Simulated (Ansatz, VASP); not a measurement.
## Two plane-wave programs on SnO

```
CELL_PARAMETERS angstrom
3.82015 0.00030 0.00000
-0.00031 3.82015 0.00000
0.00000 0.00000 22.22608
ATOMIC_POSITIONS crystal
Sn 0.99995 0.99995 0.20246
Sn 0.49995 0.49995 0.30878
Sn 0.74995 0.99995 0.48875
Sn 0.24995 0.49995 0.59507
O 0.99995 0.49995 0.25562
O 0.49995 0.99995 0.25562
O 0.74994 0.49994 0.54191
O 0.24994 0.99994 0.54191
```

Alike in both runs: task single point; functional PBE; dispersion D3(BJ); k mesh 7 × 7 × 1; occupations gaussian, width 0.05 eV; no spin polarisation.

|  | VASP | Ansatz |
| --- | --- | --- |
| version | VASP 6.6.1 | Ansatz 0.2.0 |
| potentials or method | VASP PAW PBE potentials, release 64 (Sn_d, O), cutoff 520 eV | scalar-relativistic, plane waves, PAW |
| valence electrons in the cell | 80 | 80 |

```tsv
	VASP	Ansatz	Ansatz less VASP
gap on the k mesh at the Fermi level (eV)	2.51	2.54	+0.025
least direct gap on the mesh (eV)	2.54	2.58	+0.044
rms of the force components (eV/Å)	0.053	0.022	-0.0306
```

Ansatz's warnings: structure snapped to symmetry.
